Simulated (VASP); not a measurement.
Runs of VASP 6.6.1 on Hf. The structure is that of space group Fm-3m (No. 225), or close to it. The cells are those of the table. This isn't the form of Hf at room conditions, which is hcp.

```tsv
task	cell	gap on the mesh (eV)	pressure (GPa)
relaxation of cell and atoms	relaxed to 5 GPa from a = 3.161 Å, angles 60.0°, 1 atom	none	4.9
relaxation of cell and atoms	relaxed to 20 GPa from a = 3.161 Å, angles 60.0°, 1 atom	none	20.1
single point	a = 3.010 Å, angles 60.0°, 1 atom	none	19.5
single point	a = 3.078 Å, angles 60.0°, 1 atom	none	(a)
single point	a = 3.119 Å, angles 60.0°, 1 atom	none	4.5
single point	a = 3.167 Å, angles 60.0°, 1 atom	none	-0.5
relaxation of cell and atoms	relaxed to 10 GPa from a = 3.161 Å, angles 60.0°, 1 atom	none	10.0
relaxation of cell and atoms	relaxed from a = 3.161 Å, angles 60.0°, 1 atom	none	0.1
```

Alike in all rows: level r2SCAN; potentials or basis VASP PAW PBE potentials, release 64 (Hf_pv); no spin polarisation; k mesh 10 × 10 × 10; cutoff (eV) 550; smearing fermi-dirac 0.1 eV.

Question: Fill in the values left out.

Answer: (a) 9.5.

Caveats: the PAW data sets were made with another functional, which shifts forces and pressure a little; spin-orbit coupling is left out, which moves the levels of the heavy elements; the cell is relaxed towards a set pressure, so the run minimises the enthalpy, not the energy (at least some runs); the cell stands under pressure (at least some runs); the relaxation stopped at its first step, so nothing moved (at least some runs).

A k mesh can miss the band edges, and the runs leave out spin-orbit coupling on Hf.

A gap of «none» marks levels without a gap at the run's occupations.
